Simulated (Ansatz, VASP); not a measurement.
# One calculation of Nb, two programs

```
Nb
1.0
     0.00000    2.11500    2.11500
     2.11500    0.00000    2.11500
     2.11500    2.11500    0.00000
Nb
1
Direct
  0.00000 0.00000 0.00000
```

Alike in both runs: task relaxation of cell and atoms; functional PBE; k mesh 11 × 11 × 11; occupations methfessel-paxton of order 1, width 0.05 eV; no spin polarisation.

|  | VASP | Ansatz |
| --- | --- | --- |
| version | VASP 6.6.1 | Ansatz 0.2.0 |
| potentials or method | VASP PAW PBE potentials, release 64 (Nb_sv), cutoff 500 eV | plane waves, PAW |
| valence electrons in the cell | 13 | 13 |

```csv
,VASP,Ansatz,Ansatz less VASP
relaxed volume (Å³/atom),18.66,18.70,+0.036
relaxed cell length with the largest relative difference (Å),2.977,2.979,+0.0019
```
